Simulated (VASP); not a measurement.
# BC5 (P-62m) in VASP: single point with PBE

Aim: the single point of BC5 with PBE.

Program: VASP 6.6.1. These are calculated values, not measurements. Logs are shortened: lines on timing, memory, paths and dates and some standing lists are left out, and cuts for length are marked.

### 1 The cell of the first run

Symmetry: P-62m, No. 189, hexagonal system. The conventional cell has a = 3.963 Å, b = 3.963 Å, c = 5.577 Å, α = 90.00°, β = 90.00°, γ = 120.00°. Within 2.4 Å of B (site symmetry -62m) lie 2 C at 1.78 Å. C (site symmetry m2m) has 8 C at 1.99 to 2.47 Å within 2.6 Å. C (site symmetry 3m) has 1 B at 1.78 Å and 4 C at 1.99 to 2.02 Å within 2.4 Å.

### 2 Single point, PBE

File INCAR:

```
ALGO = Normal ; EDIFF = 1E-6
ENCUT = 520 ; GGA = PE
ISIF = 2 ; ISMEAR = 0
LASPH = T ; LCHARG = F
LREAL = F ; LWAVE = F
NBANDS = 20 ; NELM = 100
PREC = Accurate ; SIGMA = 0.1
```

File KPOINTS:

```
k-points
0
Gamma
  6 6 4
```

File POSCAR:

```
BC5
1.0
    3.9634845300      0.0000000000      0.0000000000
   -1.9817422700      3.4324782900      0.0000000000
    0.0000000000      0.0000000000      5.5773947500
B C
1 5
Direct
    0.0000000000      0.0000000000      0.0000000000
    0.4315288600      0.0000000000      0.5000000000
    0.0000000000      0.4315288600      0.5000000000
    0.5684711400      0.5684711400      0.5000000000
    0.0000000000      0.0000000000      0.6811463400
    0.0000000000      0.0000000000      0.3188536600
```

Potentials or basis: VASP PAW PBE potentials, release 64 (B, C).

Launch:

```bash
$ cat potpaw_PBE.64/B/POTCAR potpaw_PBE.64/C/POTCAR > POTCAR
$ mpirun -np 1 vasp_std > vasp.out
```

OUTCAR:

```text
EDIFF = 1E-6
   ENCUT = 520
   GGA = PE
   ISIF = 2
   ISMEAR = 0
   LASPH = T
   LREAL = F
   NELM = 100
   PREC = Accurate

 ion  position               nearest neighbor table
   1  0.000  0.000  0.000-   5 1.78   6 1.78
   2  0.432  0.000  0.500-   5 1.99   6 1.99   3 2.04   3 2.04   4 2.04   4 2.04
   3  0.000  0.432  0.500-   5 1.99   6 1.99   2 2.04   2 2.04   4 2.04   4 2.04
   4  0.568  0.568  0.500-   5 1.99   6 1.99   3 2.04   2 2.04   3 2.04   2 2.04
   5  0.000  0.000  0.681-   1 1.78   4 1.99   2 1.99   3 1.99   6 2.02
   6  0.000  0.000  0.319-   1 1.78   4 1.99   2 1.99   3 1.99   5 2.02

  LATTYP: Found a hexagonal cell.
 ALAT       =     3.9634845300
 C/A-ratio  =     1.4071947822

  Lattice vectors:

 A1 = (   3.9634845300,   0.0000000000,   0.0000000000)
 A2 = (  -1.9817422700,   3.4324782900,   0.0000000000)
 A3 = (   0.0000000000,   0.0000000000,   5.5773947500)

Analysis of symmetry for initial positions (statically):
=====================================================================
 Subroutine PRICEL returns:
 Original cell was already a primitive cell.

 Routine SETGRP: Setting up the symmetry group for a
 hexagonal supercell.

 Subroutine GETGRP returns: Found 12 space group operations
 (whereof 12 operations were pure point group operations)
 out of a pool of 24 trial point group operations.

The static configuration has the point symmetry D_3h.

Analysis of symmetry for dynamics (positions and initial velocities):
=====================================================================
 Subroutine PRICEL returns:
 Original cell was already a primitive cell.

 Routine SETGRP: Setting up the symmetry group for a
 hexagonal supercell.

 Subroutine GETGRP returns: Found 12 space group operations
 (whereof 12 operations were pure point group operations)
 out of a pool of 24 trial point group operations.

The dynamic configuration has the point symmetry D_3h.

 Subroutine INISYM returns: Found 12 space group operations
 (whereof 12 operations are pure point group operations),
 and found     1 'primitive' translations

----------------------------------------------------------------------------------------

                                     Primitive cell

  volume of cell :      75.8781

  direct lattice vectors                    reciprocal lattice vectors
     3.963484530  0.000000000  0.000000000     0.252303243  0.145667346  0.000000000
    -1.981742270  3.432478290  0.000000000     0.000000000  0.291334690  0.000000000
     0.000000000  0.000000000  5.577394750     0.000000000  0.000000000  0.179295181

  length of vectors
     3.963484530  3.963484532  5.577394750     0.291334691  0.291334690  0.179295181

  position of ions in fractional coordinates (direct lattice)
     0.000000000  0.000000000  0.000000000
     0.431528860  0.000000000  0.500000000
     0.000000000  0.431528860  0.500000000
     0.568471140  0.568471140  0.500000000
     0.000000000  0.000000000  0.681146340
     0.000000000  0.000000000  0.318853660

  ion indices of the primitive-cell ions
   primitive index   ion index
                 1           1
                 2           2
                 3           3
                 4           4
                 5           5
                 6           6

----------------------------------------------------------------------------------------

 KPOINTS: k-points

Automatic generation of k-mesh.
 Grid dimensions read from file:
 generate k-points for:    6    6    4

 Generating k-lattice:

  Cartesian coordinates                     Fractional coordinates (reciprocal lattice)
     0.042050540  0.024277891  0.000000000     0.166666667  0.000000000  0.000000000
     0.000000000  0.048555782  0.000000000     0.000000000  0.166666667  0.000000000
     0.000000000  0.000000000  0.044823795     0.000000000  0.000000000  0.250000000

  Length of vectors
     0.048555782  0.048555782  0.044823795

  Shift w.r.t. Gamma in fractional coordinates (k-lattice)
     0.000000000  0.000000000  0.000000000

 Subroutine IBZKPT returns following result:
 ===========================================

 Found     21 irreducible k-points:

 Following reciprocal coordinates:
            Coordinates               Weight
  0.000000  0.000000  0.000000      1.000000
  0.166667  0.000000  0.000000      6.000000
  0.333333  0.000000  0.000000      6.000000
  0.500000  0.000000  0.000000      3.000000
  0.166667  0.166667  0.000000      6.000000
  0.333333  0.166667  0.000000     12.000000
[... 13 lines left out ...]
  0.333333  0.166667  0.500000     12.000000
  0.333333  0.333333  0.500000      2.000000
   k-points           NKPTS =     21   k-points in BZ     NKDIM =     21   number of bands    NBANDS=     20
   number of dos      NEDOS =    301   number of ions     NIONS =      6
   total plane-waves  NPLWV =  37800
   dimension x,y,z NGX =    30 NGY =   30 NGZ =   42
   dimension x,y,z NGXF=    60 NGYF=   60 NGZF=   84
   ions per type =               1   5
   NGX,Y,Z   is equivalent  to a cutoff of  12.58, 12.58, 12.52 a.u.
   NGXF,Y,Z  is equivalent  to a cutoff of  25.17, 25.17, 25.04 a.u.
 SYSTEM =  unknown system
   PREC   = accura    normal or accurate (medium, high low for compatibility)
   ISTART =      0    job   : 0-new  1-cont  2-samecut
   ICHARG =      2    charge: 1-file 2-atom 10-const
   ISPIN  =      1    spin polarized calculation?
   LNONCOLLINEAR =      F non collinear calculations
   LSORBIT =      F    spin-orbit coupling
   LASPH  =      T    aspherical Exc in radial PAW
   ENCUT  =  520.0 eV  38.22 Ry    6.18 a.u.   7.37  7.37 10.37*2*pi/ulx,y,z
   NELM   =    100;   NELMIN=  2; NELMDL= -5     # of ELM steps
   EDIFF  = 0.1E-05   stopping-criterion for ELM
   LREAL  =      F    real-space projection
   EDIFFG = 0.1E-04   stopping-criterion for IOM
   NSW    =      0    number of steps for IOM
   IBRION =     -1    ionic relax: 0-MD 1-quasi-New 2-CG
   NFREE  =      0    steps in history (QN), initial steepest desc. (CG)
   ISIF   =      2    stress and relaxation
   ISYM   =      2    0-nonsym 1-usesym 2-fastsym
   POTIM  = 0.5000    time-step for ionic-motion
   TEBEG  =    0.0;   TEEND  =   0.0 temperature during run
   PSTRESS=    0.0 pullay stress
   NELECT =      23.0000    total number of electrons
   NUPDOWN=      -1.0000    fix difference up-down
   EMIN   =  10.00;   EMAX   =-10.00  energy-range for DOS
   EFERMI =   0.00;   METHOD = LEGACY
   ISMEAR =     0;   SIGMA  =   0.10  broadening in eV -4-tet -1-fermi 0-gaus
   EFERMI_NEDOS =   21; number of points for ismear=-14 and -15
   IALGO  =     38    algorithm
   IMIX   =      4    mixing-type and parameters
     AMIX     =   0.40;   BMIX     =  1.00
     AMIX_MAG =   1.60;   BMIX_MAG =  1.00
  volume/ion in A,a.u.               =      12.65        85.34
  Fermi-wavevector in a.u.,A,eV,Ry     =   1.099711  2.078153 16.454407  1.209365
  Thomas-Fermi vector in A             =   2.236110
   LORBIT       =      0    0 simple, 1 ext, 2 COOP (PROOUT), +10 PAW based schemes
   GGA     = PE    functional components
   LHFCALC =     F    Hartree Fock is set to
   AEXX    =    0.0000 exact exchange contribution
   IVDW    =     0    specifies the selected vdW correction
   LEPSILON=     F    determine dielectric tensor
   LRPA    =     F    only Hartree local field effects (RPA)
 non-spin polarized calculation
 Gauss-broadening in eV      SIGMA  =   0.10
  energy-cutoff  :      520.00
  volume of cell :       75.88
 maximum number of plane-waves:      2091
 NGX is ok and might be reduce to    30
   NGX = 15   NGY = 15   NGZ = 21

 number of electron      23.0000000 magnetization

 Free energy of the ion-electron system (eV)
  ---------------------------------------------------
  ext. energy  EPLUGINS =         0.00000000
  ---------------------------------------------------
  free energy    TOTEN  =       -32.64941661 eV

  energy without entropy =      -32.63854639  energy(sigma->0) =      -32.64398150

 E-fermi :   2.3055     XC(G=0):  -9.2058

 val. band max:        2.1238900781   @ k =   0.3333   0.3333   0.0000
 cond. band min:       2.3163979644   @ k =   0.3333   0.0000   0.2500
 fundamental gap:      0.1925078863
 Fermi energy:         2.3055155099

 k-point     1 :       0.0000    0.0000    0.0000
  band No.  band energies     occupation
      1     -14.1152      2.00000
      2      -7.8949      2.00000
      3      -7.0303      2.00000
      4      -4.8538      2.00000
      5      -4.8538      2.00000
      6      -3.9212      2.00000
[... 12 lines left out ...]
     19       8.6100      0.00000
     20       8.6100      0.00000

 k-point     2 :       0.1667    0.0000    0.0000
  band No.  band energies     occupation
      1     -13.8436      2.00000
      2      -7.7560      2.00000
      3      -7.6592      2.00000
      4      -6.1339      2.00000
      5      -5.5170      2.00000
      6      -4.5658      2.00000
[... 12 lines left out ...]
     19       7.5741      0.00000
     20       8.2218      0.00000

 k-point     3 :       0.3333    0.0000    0.0000
  band No.  band energies     occupation
      1     -13.0581      2.00000
      2      -9.5491      2.00000
      3      -7.4394      2.00000
      4      -6.8273      2.00000
      5      -5.9412      2.00000
      6      -5.0849      2.00000
[... 12 lines left out ...]
     19       6.8065      0.00000
     20       6.8383      0.00000

 k-point     4 :       0.5000    0.0000    0.0000
  band No.  band energies     occupation
      1     -12.2107      2.00000
      2     -10.8685      2.00000
      3      -7.2545      2.00000
      4      -7.0449      2.00000
      5      -6.0963      2.00000
      6      -5.1469      2.00000
[... 12 lines left out ...]
     19       7.0956      0.00000
     20       7.2413      0.00000

 k-point     5 :       0.1667    0.1667    0.0000
  band No.  band energies     occupation
      1     -13.3123      2.00000
      2      -8.7096      2.00000
      3      -7.6068      2.00000
      4      -7.5255      2.00000
      5      -5.8705      2.00000
      6      -3.3410      2.00000
[... 12 lines left out ...]
     19       6.7979      0.00000
     20       7.8987      0.00000

 k-point     6 :       0.3333    0.1667    0.0000
  band No.  band energies     occupation
      1     -12.3628      2.00000
      2     -10.2489      2.00000
      3      -8.5031      2.00000
      4      -7.2605      2.00000
      5      -5.7626      2.00000
      6      -3.5307      2.00000
[... 12 lines left out ...]
     19       6.8767      0.00000
     20       7.1644      0.00000

 k-point     7 :       0.3333    0.3333    0.0000
  band No.  band energies     occupation
      1     -11.7950      2.00000
      2     -10.0376      2.00000
      3     -10.0376      2.00000
      4      -7.1678      2.00000
      5      -5.6864      2.00000
      6      -1.3004      2.00000
[... 12 lines left out ...]
     19       6.5979      0.00000
     20       7.6027      0.00000
[... 208 lines left out ...]
 k-point    17 :       0.3333    0.0000    0.5000
  band No.  band energies     occupation
      1     -13.0129      2.00000
      2      -9.4935      2.00000
      3      -8.3080      2.00000
      4      -6.6112      2.00000
      5      -5.6626      2.00000
      6      -3.6753      2.00000
[... 12 lines left out ...]
     19       7.5733      0.00000
     20       7.8817      0.00000

 k-point    18 :       0.5000    0.0000    0.5000
  band No.  band energies     occupation
      1     -12.1443      2.00000
      2     -10.8545      2.00000
      3      -8.1306      2.00000
      4      -6.8774      2.00000
      5      -5.9041      2.00000
      6      -3.6098      2.00000
[... 12 lines left out ...]
     19       7.7758      0.00000
     20       7.8076      0.00000

 k-point    19 :       0.1667    0.1667    0.5000
  band No.  band energies     occupation
      1     -13.2696      2.00000
      2      -8.5919      2.00000
      3      -8.3909      2.00000
      4      -7.5923      2.00000
      5      -4.3366      2.00000
      6      -3.2918      2.00000
[... 12 lines left out ...]
     19       7.3996      0.00000
     20       7.8578      0.00000

 k-point    20 :       0.3333    0.1667    0.5000
  band No.  band energies     occupation
      1     -12.3054      2.00000
      2     -10.2161      2.00000
      3      -8.4661      2.00000
      4      -8.1357      2.00000
      5      -4.3045      2.00000
      6      -3.1566      2.00000
[... 12 lines left out ...]
     19       7.4033      0.00000
     20       7.7740      0.00000

 k-point    21 :       0.3333    0.3333    0.5000
  band No.  band energies     occupation
      1     -11.7137      2.00000
      2     -10.0237      2.00000
      3     -10.0237      2.00000
      4      -8.0465      2.00000
      5      -3.9770      2.00000
      6      -1.8046      2.00000
[... 12 lines left out ...]
     19       7.3031      0.00000
     20       7.5539      0.00000

------------------------ aborting loop because EDIFF is reached ----------------------------------------

  FORCE on cell =-STRESS in cart. coord.  units (eV):
  Direction    XX          YY          ZZ          XY          YZ          ZX
  --------------------------------------------------------------------------------------
  -------------------------------------------------------------------------------------
  Total      -12.6857692    -12.6857692    -17.4249623      0.0000000      0.0000000     -0.0000000
  in kB     -267.8619575   -267.8619574   -367.9307437      0.0000004      0.0000000     -0.0000000
  external PRESSURE =    -301.2182195 kB  Pullay stress =       0.0000000 kB

 VOLUME and BASIS-vectors are now :
 -----------------------------------------------------------------------------
  energy-cutoff  :      520.00
  volume of cell :       75.88
      direct lattice vectors                 reciprocal lattice vectors
     3.963484530  0.000000000  0.000000000     0.252303243  0.145667346  0.000000000
    -1.981742270  3.432478290  0.000000000     0.000000000  0.291334690  0.000000000
     0.000000000  0.000000000  5.577394750     0.000000000  0.000000000  0.179295181

 POSITION                                       TOTAL-FORCE (eV/Angst)
 -----------------------------------------------------------------------------------
      0.00000      0.00000      0.00000         0.000000     -0.000000      0.000000
      1.71036      0.00000      2.78870        -5.179862     -0.000000      0.000000
     -0.85518      1.48121      2.78870         2.589931     -4.485892      0.000000
      1.12656      1.95126      2.78870         2.589931      4.485892     -0.000000
      0.00000      0.00000      3.79902         0.000000     -0.000000      2.880278
      0.00000      0.00000      1.77837         0.000000     -0.000000     -2.880278
 -----------------------------------------------------------------------------------
    total drift:                                0.000000      0.000000     -0.000000

  FREE ENERGIE OF THE ION-ELECTRON SYSTEM (eV)
  ---------------------------------------------------
  free  energy   TOTEN  =       -32.6494166149 eV

  energy  without entropy=      -32.6385463882  energy(sigma->0) =      -32.64398150
```

It took 50 s on 1 thread of Intel Xeon 8259CL, shared host; peak memory 0.18 GiB.

Results:

| Item | Value |
| --- | --- |
| Free energy | -32.6494 eV |
| Pressure | -30.1 GPa |
| Largest force | 5.180 eV/Å |

Forces on the atoms (eV/Å):
```
B    0.000  0.000  0.000
C   -5.180  0.000  0.000
C    2.590 -4.486  0.000
C    2.590  4.486  0.000
C    0.000  0.000  2.880
C    0.000  0.000 -2.880
```

Stress tensor (GPa, compression positive):
```
-26.79   0.00   0.00
  0.00 -26.79   0.00
  0.00   0.00 -36.79
```

Levels at points of the mesh, in eV from the Fermi level:
```csv
k point,band 10,band 11,band 12,band 13,band 14,band 15
"(0.00, 0.00, 0.00)",-2.60,-0.76,-0.76,1.22,1.22,2.74
"(0.50, 0.00, 0.00)",-0.95,-0.57,0.05,0.11,1.49,2.50
"(0.00, 0.00, 0.50)",-4.28,-1.51,-1.51,0.40,1.98,1.98
"(0.50, 0.00, 0.50)",-1.10,-0.19,0.32,0.62,1.02,2.24
```

Caveat: forces of over 1 eV/Å act on the atoms, so gaps and moduli don't describe the material at rest.
